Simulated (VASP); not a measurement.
Runs of VASP 6.6.1 on Hf. The structure is that of space group Im-3m (No. 229), or close to it. The cells are those of the table. This isn't the form of Hf at room conditions, which is hcp.

```tsv
cell	gap on the mesh (eV)	pressure (GPa)
a = 3.220 Å, angles 109.5°, 1 atom	none	(a)
a = 3.111 Å, angles 110.3, 110.3, 107.8°, 1 atom	none	-8.1
a = 3.173 Å, angles 109.5°, 1 atom	none	-12.4
a = 3.127 Å, angles 108.3, 108.3, 111.9°, 1 atom	none	-9.2
a = 3.111 Å, angles 109.1, 109.1, 110.3°, 1 atom	none	-8.1
```

Alike in all rows: task single point; level PBEsol; potentials or basis VASP PAW PBE potentials, release 64 (Hf_pv); no spin polarisation; k mesh 18 × 18 × 18; cutoff (eV) 520; smearing gaussian 0.15 eV.

Problem. Fill in the values left out.

Solution. (a) -14.9.

Caveats: the cell stands under tension; the PAW data sets were made with another functional, which shifts forces and pressure a little; spin-orbit coupling is left out, which moves the levels of the heavy elements.

A k mesh can miss the band edges, and the runs leave out spin-orbit coupling on Hf.

A gap of «none» marks levels without a gap at the run's occupations.
